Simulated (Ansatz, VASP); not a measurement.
**NbRh: VASP beside Ansatz**

Contents of INCAR:

```
SYSTEM = NbRh
PREC = Accurate
ENCUT = 520
EDIFF = 1E-7
ISMEAR = -1
SIGMA = 0.05
LREAL = .False.
LASPH = .True.
NELM = 100
ALGO = Normal
ISIF = 2
LWAVE = .False.
LCHARG = .False.
NBANDS = 21
```

KPOINTS

```
Automatic mesh
0
Gamma
  13 13 10
  0 0 0
```

POSCAR

```
NbRh
1.0
    2.3970356348      0.0000000000      0.0000000000
    0.0000000000      2.3970356348      0.0000000000
    0.0000000000      0.0000000000      3.2126350221
Nb Rh
1 1
Direct
    0.0000000000      0.0000000000      0.0000000000
    0.5000000000      0.5000000000      0.5000000000
```

Input for Ansatz:

```yaml
crystal:
  lattice:
    - [2.3970356348, 0.0, 0.0]
    - [0.0, 2.3970356348, 0.0]
    - [0.0, 0.0, 3.2126350221]
  atoms:
    - { symbol: Nb, position: [0.0, 0.0, 0.0] }
    - { symbol: Rh, position: [0.5, 0.5, 0.5] }
kpoints:
  mp_grid: { grid: [13, 13, 10] }
  band_path:
    path:
      - [0.0, 0.0, 0.0]
      - [0.0, 0.5, 0.0]
      - [0.5, 0.5, 0.0]
      - [0.0, 0.0, 0.0]
      - [0.0, 0.0, 0.5]
      - [0.0, 0.5, 0.5]
      - [0.5, 0.5, 0.5]
      - [0.0, 0.0, 0.5]
      - [0.0, 0.5, 0.0]
    npoints: 6
scf:
  occupations: { method: fermi_dirac, width: 0.05 }
hamiltonian:
  xc: lda
  pseudopotentials: { kind: all_electron, lapw: { basis_error: 0.001 } }
output:
  forces: true
  stress: true
  eigenvalues: true
  populations: true
```

Change from the starting cell: volume scaled by 0.6, LAPW.

Alike in both runs: task single point; functional LDA; k mesh 13 × 13 × 10; occupations fermi-dirac, width 0.05 eV; no spin polarisation.

```csv
,VASP,Ansatz
version,VASP 6.6.1,Ansatz 0.2.0
potentials or method,"VASP PAW LDA potentials, release 64 (Nb_sv, Rh_pv), cutoff 520 eV","all-electron LAPW, scalar-relativistic"
```

Ansatz gave:

```
pressure (GPa)                                                : 351.8
traceless stress, the component that is largest in VASP (GPa) : 25.86
```

Task: What did VASP give for the same quantities?

Result: Pressure (GPa): 356.1; traceless stress, the component that is largest in VASP (GPa): 25.97.

LDA's correlation is that of Perdew and Zunger in VASP and of Perdew and Wang (1992) in Ansatz. Both programs put the cell under a high pressure, so it lies far from rest at this level. Ansatz ran all-electron here, and VASP with PAW potentials.

Noted on VASP's run: the cell as given lies far from equilibrium.
